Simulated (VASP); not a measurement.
Ba2C:

```
CELL_PARAMETERS angstrom
0.00000 3.50665 3.50665
3.50665 0.00000 3.50665
3.50665 3.50665 0.00000
ATOMIC_POSITIONS crystal
C 0.00000 0.00000 0.00000
Ba 0.25000 0.25000 0.25000
Ba 0.75000 0.75000 0.75000
```

Base run:

| Property | Result |
| --- | --- |
| Program | VASP 6.6.1 |
| Functional | PBE-based screened hybrid with 100 % exact exchange |
| Potentials or basis | VASP PAW PBE potentials, release 64 (C, Ba_sv) |
| Cutoff | 520 eV |
| k mesh | 4 × 4 × 4 |
| Occupations | fermi-dirac, width 0.02 eV |
| Spin | no spin polarisation |

Its results: band gap on the k mesh 1.70 eV; pressure 0.1 GPa.

The run is repeated on the same cell with these changes: functional from PBE-based screened hybrid with 100 % exact exchange to PBE-based global hybrid with 35 % exact exchange; share of exact exchange from 1 to 0.35. What comes out?

Band gap on the k mesh 1.05 eV; pressure 1.2 GPa.

Caveats: the structure was generated, so it needn't be the stable form of Ba2C; the PAW data sets were made with another functional, which shifts forces and pressure a little; spin-orbit coupling is left out, which moves the levels of the heavy elements.

A k mesh can miss the band edges.
